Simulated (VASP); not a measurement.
# BN (P6_3/mmc) in VASP: a series of runs

Runs on BN. Level: PBEsol. Tasks: single point, relaxation of cell and atoms.

Everything below comes from runs of VASP 6.6.1. Logs are shortened: lines on timing, memory, paths and dates and some standing lists are left out, and cuts for length are marked.

### 1 The cell of the first run

It takes space group P6_3/mmc (No. 194, hexagonal). The conventional cell has a = 2.497 Å, b = 2.497 Å, c = 6.132 Å, α = 90.00°, β = 90.00°, γ = 120.00°. B (site symmetry -6m2) has 3 N at 1.44 Å within 1.9 Å. N (site symmetry -6m2) has 3 B at 1.44 Å within 1.9 Å.

### 2 Single point, PBEsol

The input, INCAR:

```
PREC     = Accurate       # precision mode
ENCUT    = 520            # plane-wave cutoff, eV
EDIFF    = 1E-6           # SCF threshold, eV
ISMEAR   = 0              # smearing method
SIGMA    = 0.01           # smearing width, eV
LREAL    = False          # projectors in reciprocal space
LASPH    = True           # aspherical terms in the spheres
NELM     = 80             # most SCF steps
ALGO     = Normal         # electronic algorithm
ISIF     = 2              # what is computed and relaxed
LWAVE    = False          # write WAVECAR
LCHARG   = False          # write CHGCAR
GGA      = PS             # functional
NBANDS   = 16             # bands
```

The input, KPOINTS:

```
regular mesh
0
Gamma
  10 10 4
```

The input, POSCAR:

```
BN
1.0
    2.4966858134      0.0000000000      0.0000000000
   -1.2483429067      2.1621933396      0.0000000000
    0.0000000000      0.0000000000      6.1319490416
B N
2 2
Direct
    0.3333333333      0.6666666667      0.2500000000
    0.6666666667      0.3333333333      0.7500000000
    0.3333333333      0.6666666667      0.7500000000
    0.6666666667      0.3333333333      0.2500000000
```

Potentials or basis: VASP PAW PBE potentials, release 64 (B, N).

On the command line:

```console
cat potpaw_PBE.64/B/POTCAR potpaw_PBE.64/N/POTCAR > POTCAR
mpirun -np 1 vasp_std > vasp.out
```

OUTCAR:

```text
PREC = Accurate
   ENCUT = 520
   EDIFF = 1E-6
   ISMEAR = 0
   LREAL = False
   LASPH = True
   NELM = 80
   ISIF = 2
   GGA = PS

 ion  position               nearest neighbor table
   1  0.333  0.667  0.250-   4 1.44   4 1.44   4 1.44
   2  0.667  0.333  0.750-   3 1.44   3 1.44   3 1.44
   3  0.333  0.667  0.750-   2 1.44   2 1.44   2 1.44
   4  0.667  0.333  0.250-   1 1.44   1 1.44   1 1.44

  LATTYP: Found a hexagonal cell.
 ALAT       =     2.4966858134
 C/A-ratio  =     2.4560355206

  Lattice vectors:

 A1 = (   2.4966858134,   0.0000000000,   0.0000000000)
 A2 = (  -1.2483429067,   2.1621933396,   0.0000000000)
 A3 = (   0.0000000000,   0.0000000000,   6.1319490416)

Analysis of symmetry for initial positions (statically):
=====================================================================
 Subroutine PRICEL returns:
 Original cell was already a primitive cell.

 Routine SETGRP: Setting up the symmetry group for a
 hexagonal supercell.

 Subroutine GETGRP returns: Found 24 space group operations
 (whereof 12 operations were pure point group operations)
 out of a pool of 24 trial point group operations.

The static configuration has the point symmetry D_3d.
 The point group associated with its full space group is D_6h.

Analysis of symmetry for dynamics (positions and initial velocities):
=====================================================================
 Subroutine PRICEL returns:
 Original cell was already a primitive cell.

 Routine SETGRP: Setting up the symmetry group for a
 hexagonal supercell.

 Subroutine GETGRP returns: Found 24 space group operations
 (whereof 12 operations were pure point group operations)
 out of a pool of 24 trial point group operations.

The dynamic configuration has the point symmetry D_3d.
 The point group associated with its full space group is D_6h.

 Subroutine INISYM returns: Found 24 space group operations
 (whereof 12 operations are pure point group operations),
 and found     1 'primitive' translations

----------------------------------------------------------------------------------------

                                     Primitive cell

  volume of cell :      33.1022

  direct lattice vectors                    reciprocal lattice vectors
     2.496685813  0.000000000  0.000000000     0.400530974  0.231246666  0.000000000
    -1.248342907  2.162193340  0.000000000     0.000000000  0.462493331  0.000000000
     0.000000000  0.000000000  6.131949042     0.000000000  0.000000000  0.163080285

  length of vectors
     2.496685813  2.496685813  6.131949042     0.462493331  0.462493331  0.163080285

  position of ions in fractional coordinates (direct lattice)
     0.333333333  0.666666667  0.250000000
     0.666666667  0.333333333  0.750000000
     0.333333333  0.666666667  0.750000000
     0.666666667  0.333333333  0.250000000

  ion indices of the primitive-cell ions
   primitive index   ion index
                 1           1
                 2           2
                 3           3
                 4           4

----------------------------------------------------------------------------------------

 KPOINTS: regular mesh

Automatic generation of k-mesh.
 Grid dimensions read from file:
 generate k-points for:   10   10    4

 Generating k-lattice:

  Cartesian coordinates                     Fractional coordinates (reciprocal lattice)
     0.040053097  0.023124667  0.000000000     0.100000000  0.000000000  0.000000000
     0.000000000  0.046249333  0.000000000     0.000000000  0.100000000  0.000000000
     0.000000000  0.000000000  0.040770071     0.000000000  0.000000000  0.250000000

  Length of vectors
     0.046249333  0.046249333  0.040770071

  Shift w.r.t. Gamma in fractional coordinates (k-lattice)
     0.000000000  0.000000000  0.000000000

 Subroutine IBZKPT returns following result:
 ===========================================

 Found     42 irreducible k-points:

 Following reciprocal coordinates:
            Coordinates               Weight
  0.000000  0.000000  0.000000      1.000000
  0.100000  0.000000  0.000000      6.000000
  0.200000  0.000000  0.000000      6.000000
  0.300000  0.000000  0.000000      6.000000
  0.400000  0.000000  0.000000      6.000000
  0.500000  0.000000  0.000000      3.000000
[... 16 lines left out ...]
  0.300000  0.100000  0.250000     24.000000
  0.400000  0.100000  0.250000     24.000000
 [... further k-points ...]
   k-points           NKPTS =     42   k-points in BZ     NKDIM =     42   number of bands    NBANDS=     16
   number of dos      NEDOS =    301   number of ions     NIONS =      4
   total plane-waves  NPLWV =  19200
   dimension x,y,z NGX =    20 NGY =   20 NGZ =   48
   dimension x,y,z NGXF=    40 NGYF=   40 NGZF=   96
   ions per type =               2   2
   NGX,Y,Z   is equivalent  to a cutoff of  13.32, 13.32, 13.01 a.u.
   NGXF,Y,Z  is equivalent  to a cutoff of  26.63, 26.63, 26.03 a.u.
 SYSTEM =  unknown system
   PREC   = accura    normal or accurate (medium, high low for compatibility)
   ISTART =      0    job   : 0-new  1-cont  2-samecut
   ICHARG =      2    charge: 1-file 2-atom 10-const
   ISPIN  =      1    spin polarized calculation?
   LNONCOLLINEAR =      F non collinear calculations
   LSORBIT =      F    spin-orbit coupling
   LASPH  =      T    aspherical Exc in radial PAW
   ENCUT  =  520.0 eV  38.22 Ry    6.18 a.u.   4.64  4.64 11.40*2*pi/ulx,y,z
   NELM   =     80;   NELMIN=  2; NELMDL= -5     # of ELM steps
   EDIFF  = 0.1E-05   stopping-criterion for ELM
   LREAL  =      F    real-space projection
   EDIFFG = 0.1E-04   stopping-criterion for IOM
   NSW    =      0    number of steps for IOM
   IBRION =     -1    ionic relax: 0-MD 1-quasi-New 2-CG
   NFREE  =      0    steps in history (QN), initial steepest desc. (CG)
   ISIF   =      2    stress and relaxation
   ISYM   =      2    0-nonsym 1-usesym 2-fastsym
   POTIM  = 0.5000    time-step for ionic-motion
   TEBEG  =    0.0;   TEEND  =   0.0 temperature during run
   PSTRESS=    0.0 pullay stress
   NELECT =      16.0000    total number of electrons
   NUPDOWN=      -1.0000    fix difference up-down
   EMIN   =  10.00;   EMAX   =-10.00  energy-range for DOS
   EFERMI =   0.00;   METHOD = LEGACY
   ISMEAR =     0;   SIGMA  =   0.01  broadening in eV -4-tet -1-fermi 0-gaus
   EFERMI_NEDOS =   21; number of points for ismear=-14 and -15
   IALGO  =     38    algorithm
   IMIX   =      4    mixing-type and parameters
     AMIX     =   0.40;   BMIX     =  1.00
     AMIX_MAG =   1.60;   BMIX_MAG =  1.00
  volume/ion in A,a.u.               =       8.28        55.85
  Fermi-wavevector in a.u.,A,eV,Ry     =   1.284781  2.427884 22.458630  1.650663
  Thomas-Fermi vector in A             =   2.416955
   LORBIT       =      0    0 simple, 1 ext, 2 COOP (PROOUT), +10 PAW based schemes
   GGA     = PS    functional components
   LHFCALC =     F    Hartree Fock is set to
   AEXX    =    0.0000 exact exchange contribution
   IVDW    =     0    specifies the selected vdW correction
   LEPSILON=     F    determine dielectric tensor
   LRPA    =     F    only Hartree local field effects (RPA)
 non-spin polarized calculation
 Gauss-broadening in eV      SIGMA  =   0.01
  energy-cutoff  :      520.00
  volume of cell :       33.10
 maximum number of plane-waves:       911
 NGX is ok and might be reduce to    20
   NGX =  9   NGY =  9   NGZ = 23

 number of electron      16.0000000 magnetization

 Free energy of the ion-electron system (eV)
  ---------------------------------------------------
  ext. energy  EPLUGINS =         0.00000000
  ---------------------------------------------------
  free energy    TOTEN  =       -36.52356530 eV

  energy without entropy =      -36.52356530  energy(sigma->0) =      -36.52356530

 E-fermi :   3.0847     XC(G=0): -10.8511

 val. band max:        2.9749376308   @ k =   0.3000   0.3000   0.0000
 cond. band min:       6.9844440574   @ k =   0.5000   0.0000   0.0000
 fundamental gap:      4.0095064266
 Fermi energy:         3.0847035561

 k-point     1 :       0.0000    0.0000    0.0000
  band No.  band energies     occupation
      1     -15.0301      2.00000
      2     -14.4898      2.00000
      3      -3.8436      2.00000
      4      -0.7073      2.00000
      5       1.5940      2.00000
      6       1.5940      2.00000
[... 8 lines left out ...]
     15      15.6034      0.00000
     16      16.0253      0.00000

 k-point     2 :       0.1000    0.0000    0.0000
  band No.  band energies     occupation
      1     -14.8302      2.00000
      2     -14.3011      2.00000
      3      -3.5700      2.00000
      4      -0.4707      2.00000
      5       0.7961      2.00000
      6       0.8793      2.00000
[... 8 lines left out ...]
     15      15.5083      0.00000
     16      16.2493      0.00000

 k-point     3 :       0.2000    0.0000    0.0000
  band No.  band energies     occupation
      1     -14.2456      2.00000
      2     -13.7513      2.00000
      3      -2.7630      2.00000
      4      -1.1147      2.00000
      5      -0.9982      2.00000
      6       0.2146      2.00000
[... 8 lines left out ...]
     15      17.6373      0.00000
     16      17.7348      0.00000

 k-point     4 :       0.3000    0.0000    0.0000
  band No.  band energies     occupation
      1     -13.3366      2.00000
      2     -12.9082      2.00000
      3      -3.3461      2.00000
      4      -3.1836      2.00000
      5      -1.4780      2.00000
      6      -0.4762      2.00000
[... 8 lines left out ...]
     15      19.1139      0.00000
     16      20.5088      0.00000

 k-point     5 :       0.4000    0.0000    0.0000
  band No.  band energies     occupation
      1     -12.2884      2.00000
      2     -11.9855      2.00000
      3      -5.2562      2.00000
      4      -5.0863      2.00000
      5      -1.0664      2.00000
      6      -0.9342      2.00000
[... 8 lines left out ...]
     15      18.5093      0.00000
     16      23.3827      0.00000

 k-point     6 :       0.5000    0.0000    0.0000
  band No.  band energies     occupation
      1     -11.6854      2.00000
      2     -11.5521      2.00000
      3      -6.0710      2.00000
      4      -5.9562      2.00000
      5      -1.2741      2.00000
      6      -1.1395      2.00000
[... 8 lines left out ...]
     15      18.2901      0.00000
     16      23.3357      0.00000
[... 267 lines left out ...]
 k-point    21 :       0.1000    0.1000    0.2500
  band No.  band energies     occupation
      1     -14.3696      2.00000
      2     -14.0124      2.00000
      3      -2.6740      2.00000
      4      -0.6607      2.00000
      5      -0.3939      2.00000
      6      -0.2673      2.00000
[... 8 lines left out ...]
     15      16.6642      0.00000
     16      17.3567      0.00000

 k-point    22 :       0.2000    0.1000    0.2500
  band No.  band energies     occupation
      1     -13.6246      2.00000
      2     -13.3020      2.00000
      3      -2.3333      2.00000
      4      -2.2334      2.00000
      5      -1.5958      2.00000
      6      -0.5263      2.00000
[... 8 lines left out ...]
     15      18.4798      0.00000
     16      18.6206      0.00000

 k-point    23 :       0.3000    0.1000    0.2500
  band No.  band energies     occupation
      1     -12.6333      2.00000
      2     -12.3742      2.00000
      3      -4.3197      2.00000
      4      -4.2057      2.00000
      5      -1.3357      2.00000
      6      -1.2384      2.00000
[... 8 lines left out ...]
     15      18.9234      0.00000
     16      20.7537      0.00000

 k-point    24 :       0.4000    0.1000    0.2500
  band No.  band energies     occupation
      1     -11.7329      2.00000
      2     -11.5937      2.00000
      3      -5.7417      2.00000
      4      -5.6407      2.00000
      5      -1.7624      2.00000
      6      -1.6592      2.00000
[... 8 lines left out ...]
     15      18.5648      0.00000
     16      22.3787      0.00000

 [... further k-points ...]
[... 5 lines left out ...]
  --------------------------------------------------------------------------------------
  -------------------------------------------------------------------------------------
  Total        0.9442347      0.9442347      0.7900176      0.0000000      0.0000000      0.0000000
  in kB       45.7018294     45.7018294     38.2375774      0.0000000      0.0000000      0.0000000
  external PRESSURE =      43.2137454 kB  Pullay stress =       0.0000000 kB

 VOLUME and BASIS-vectors are now :
 -----------------------------------------------------------------------------
  energy-cutoff  :      520.00
  volume of cell :       33.10
      direct lattice vectors                 reciprocal lattice vectors
     2.496685813  0.000000000  0.000000000     0.400530974  0.231246666  0.000000000
    -1.248342907  2.162193340  0.000000000     0.000000000  0.462493331  0.000000000
     0.000000000  0.000000000  6.131949042     0.000000000  0.000000000  0.163080285

 POSITION                                       TOTAL-FORCE (eV/Angst)
 -----------------------------------------------------------------------------------
     -0.00000      1.44146      1.53299         0.000000      0.000000      0.000000
      1.24834      0.72073      4.59896        -0.000000     -0.000000      0.000000
     -0.00000      1.44146      4.59896         0.000000      0.000000      0.000000
      1.24834      0.72073      1.53299         0.000000     -0.000000      0.000000
 -----------------------------------------------------------------------------------
    total drift:                                0.000000     -0.000000      0.000000

  FREE ENERGIE OF THE ION-ELECTRON SYSTEM (eV)
  ---------------------------------------------------
  free  energy   TOTEN  =       -36.5235652985 eV

  energy  without entropy=      -36.5235652985  energy(sigma->0) =      -36.52356530
```

Wall time 18 s (1 thread of Intel Xeon 6975P-C, shared host); peak memory 0.15 GiB.

What came out:

| Quantity | Value |
| --- | --- |
| Free energy | -36.5236 eV |
| Pressure | 4.3 GPa |
| Band gap on the k mesh | 4.01 eV, indirect (least direct gap 4.34 eV) |

Stress tensor (GPa, compression positive):
```
4.57 0.00 0.00
0.00 4.57 0.00
0.00 0.00 3.82
```

Caveat: the PAW data sets were made with another functional, which shifts forces and pressure a little; this functional lacks dispersion, which binds the layers, so the pressure and a relaxed spacing across them are unreliable. A k mesh can miss the band edges.

### 3 Single point, PBEsol

This run uses another cell than the first one, of 8.67 Å³/atom, 1.047 times its volume.

The input, INCAR:

```
SYSTEM = BN
ALGO     = Normal         ! electronic algorithm
EDIFF    = 1E-6           ! SCF threshold, eV
ENCUT    = 520            ! plane-wave cutoff, eV
GGA      = PS             ! functional
ISIF     = 2              ! what is computed and relaxed
ISMEAR   = 0              ! smearing method
LASPH    = .TRUE.         ! aspherical terms in the spheres
LCHARG   = .FALSE.        ! write CHGCAR
LREAL    = .FALSE.        ! projectors in reciprocal space
LWAVE    = .FALSE.        ! write WAVECAR
NBANDS   = 16             ! bands
NELM     = 80             ! most SCF steps
PREC     = Accurate       ! precision mode
SIGMA    = 0.01           ! smearing width, eV
```

The input, KPOINTS:

```
k-points
0
G
  10 10 4
  0 0 0
```

The input, POSCAR:

```
BN
1.0
    2.5003259406      0.0000000000      0.0000000000
   -1.2501629703      2.1653457823      0.0000000000
    0.0000000000      0.0000000000      6.4040907695
B N
2 2
Direct
    0.3333333333      0.6666666667      0.2500000000
    0.6666666667      0.3333333333      0.7500000000
    0.3333333333      0.6666666667      0.7500000000
    0.6666666667      0.3333333333      0.2500000000
```

Potentials or basis: VASP PAW PBE potentials, release 64 (B, N).

On the command line:

```console
cat potpaw_PBE.64/B/POTCAR potpaw_PBE.64/N/POTCAR > POTCAR
mpirun -np 1 vasp_std > vasp.out
```

It used 14 s of CPU time on 1 thread of Intel Xeon 6975P-C (shared host).

It converged, with:

```
Free energy            : -36.5527 eV
Pressure               : 2.3 GPa
Band gap on the k mesh : 4.06 eV, indirect (least direct gap 4.47 eV)
```

Stress tensor (GPa, compression positive):
```
2.55 0.00 0.00
0.00 2.55 0.00
0.00 0.00 1.84
```

Levels at points of the mesh, in eV from the valence-band top:
| k point | band 5 | band 6 | band 7 | band 8 | band 9 | band 10 | band 11 | band 12 |
| --- | --- | --- | --- | --- | --- | --- | --- | --- |
| (0.00, 0.00, 0.00) | -1.37 | -1.37 | -1.31 | -1.31 | 5.23 | 10.56 | 11.46 | 11.46 |
| (0.50, 0.00, 0.00) | -4.22 | -4.12 | -1.66 | -0.42 | 4.06 | 5.71 | 9.46 | 9.84 |
| (0.00, 0.00, 0.50) | -1.34 | -1.34 | -1.34 | -1.34 | 7.85 | 7.85 | 11.54 | 11.54 |
| (0.50, 0.00, 0.50) | -4.17 | -4.17 | -1.00 | -1.00 | 4.58 | 4.58 | 9.86 | 9.86 |

Caveat: the PAW data sets were made with another functional, which shifts forces and pressure a little; this functional lacks dispersion, which binds the layers, so the pressure and a relaxed spacing across them are unreliable.

### 4 Single point, PBEsol

This run uses another cell than the first one, of 8.98 Å³/atom, 1.085 times its volume.

The input, INCAR:

```
PREC = Accurate ; ENCUT = 520
EDIFF = 1E-6 ; ISMEAR = 0
SIGMA = 0.01 ; LREAL = F
LASPH = T ; NELM = 60
ALGO = Normal ; ISIF = 2
LWAVE = F ; LCHARG = T
GGA = PS ; LELF = T
LVHAR = T ; NBANDS = 16
```

The input, KPOINTS:

```
regular mesh
0
Gamma
  10 10 4
```

The input, POSCAR:

```
BN
1.0
    2.5022753937      0.0000000000      0.0000000000
   -1.2511376969      2.1670340582      0.0000000000
    0.0000000000      0.0000000000      6.6251274319
B N
2 2
Direct
    0.3333333333      0.6666666667      0.2500000000
    0.6666666667      0.3333333333      0.7500000000
    0.3333333333      0.6666666667      0.7500000000
    0.6666666667      0.3333333333      0.2500000000
```

On the command line:

```console
cat potpaw_PBE.64/B/POTCAR potpaw_PBE.64/N/POTCAR > POTCAR
mpirun -np 1 vasp_std > vasp.out
```

It used 16 s of CPU time on 1 thread of Intel Xeon 6975P-C, with other jobs on the host.

The run converged. Its results:

```yaml
Free_energy: -36.5644 eV
Pressure: 1.3 GPa
Band_gap_on_the_k_mesh: 4.12 eV, indirect (least direct gap 4.59 eV)
```

Stress tensor (GPa, compression positive):
```
1.52 0.00 0.00
0.00 1.52 0.00
0.00 0.00 0.83
```

Levels at points of the mesh, in eV from the valence-band top:
```
           k point  band 5  band 6  band 7  band 8  band 9  band 10  band 11  band 12
(0.00, 0.00, 0.00)   -1.35   -1.35   -1.31   -1.31    5.02    10.17    11.48    11.48
(0.50, 0.00, 0.00)   -4.18   -4.12   -1.52   -0.47    4.12     5.56     9.42     9.87
(0.00, 0.00, 0.50)   -1.33   -1.33   -1.33   -1.33    7.44     7.44    11.54    11.54
(0.50, 0.00, 0.50)   -4.15   -4.15   -0.98   -0.98    4.60     4.60     9.83     9.83
```

Caveat: the PAW data sets were made with another functional, which shifts forces and pressure a little; this functional lacks dispersion, which binds the layers, so the pressure and a relaxed spacing across them are unreliable. A k mesh can miss the band edges.

[end of part 1 of 2]
